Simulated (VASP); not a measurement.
Wanted: the native input for a VASP 6.6.1 run.

- Task: single point
- Functional: PBE
- Potentials or basis: VASP PAW PBE potentials, release 64 (Mo_sv, Se)
- Cutoff: 500 eV
- k mesh: 8 × 8 × 8
- Occupations: fermi-dirac, width 0.05 eV
- Spin: no spin polarisation
- Dipole correction: no
- Further INCAR settings: ALGO = Normal; EDIFF = 1e-06; NBANDS = 17

The structure of MoSe lies in POSCAR:

```
MoSe
1.0
    3.5002295900      0.0000000000      0.0000000000
    0.0000000000      3.5002295900      0.0000000000
    0.0000000000      0.0000000000      3.5002295900
Mo Se
1 1
Direct
    0.0000000000      0.0000000000      0.0000000000
    0.5000000000      0.5000000000      0.5000000000
```

The cell was built from a structure type or drawn by symmetry, and may not be a known phase.

One way to write it, as run:

INCAR

```
PREC = Accurate
ENCUT = 500
EDIFF = 1E-6
ISMEAR = -1
SIGMA = 0.05
LREAL = F
LASPH = T
NELM = 120
ALGO = Normal
ISIF = 2
LWAVE = F
LCHARG = F
GGA = PE
NBANDS = 17
GGA_COMPAT = F
```

KPOINTS

```
regular mesh
0
Gamma
  8 8 8
```

Potentials or basis: VASP PAW PBE potentials, release 64 (Mo_sv, Se).

Command:

```sh
$ cat potpaw_PBE.64/Mo_sv/POTCAR potpaw_PBE.64/Se/POTCAR > POTCAR
$ mpirun -np 1 vasp_std > vasp.out
```

It gave:

```
Pressure               : -26.0 GPa
Band gap on the k mesh : zero (bands 10 and 11 overlap by 1.85 eV)
```

Caveat: the cell stands under tension.

Run time: 13 s on 1 thread of Intel(R) Xeon(R) 6975P-C (Granite Rapids), on a shared host, peak memory 0.16 GiB.
